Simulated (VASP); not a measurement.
Set up this calculation in VASP 6.6.1, as the native input.

```yaml
Task: single point
Functional: PBE
Potentials_or_basis: VASP PAW PBE potentials, release 64 (Al, Ni)
Cutoff: 520 eV
k_mesh: 16 × 16 × 16
Occupations: gaussian, width 0.15 eV
Spin: no spin polarisation
Dipole_correction: no
Further_INCAR_settings: ALGO = Normal; EDIFF = 1e-07; NBANDS = 14
```

The structure of AlNi lies in POSCAR:

```
AlNi
1.0
    2.9962400000      0.0000000000      0.0000000000
    0.0000000000      2.9962400000      0.0000000000
    0.0000000000      0.0000000000      2.8810000000
Al Ni
1 1
Direct
    0.0000000000      0.0000000000      0.0000000000
    0.5000000000      0.5000000000      0.5000000000
```

This cell differs from its parent crystal: strain +0.040 along x and y, +0.000 along z.

The input as run:

INCAR

```
SYSTEM = AlNi
  PREC = Accurate
  ENCUT = 520
  EDIFF = 1E-7
  ISMEAR = 0
  SIGMA = 0.15
  LREAL = .FALSE.
  LASPH = .TRUE.
  NELM = 100
  ALGO = Normal
  ISIF = 2
  LWAVE = .FALSE.
  LCHARG = .FALSE.
  GGA = PE
  NBANDS = 14
```

KPOINTS

```
Automatic mesh
0
G
  16 16 16
  0 0 0
```

Potentials or basis: VASP PAW PBE potentials, release 64 (Al, Ni).

The run is started by

```sh
$ cat potpaw_PBE.64/Al/POTCAR potpaw_PBE.64/Ni/POTCAR > POTCAR
$ mpirun -np 1 vasp_std > vasp.out
```

It gave:

```
Pressure : -8.9 GPa
```

Caveat: the cell differs from its parent crystal (strain +0.040 along x and y, +0.000 along z).

Run time: 35 s on 1 thread of Intel(R) Xeon(R) 6975P-C (Granite Rapids), with other jobs on the host, peak memory 0.26 GiB.
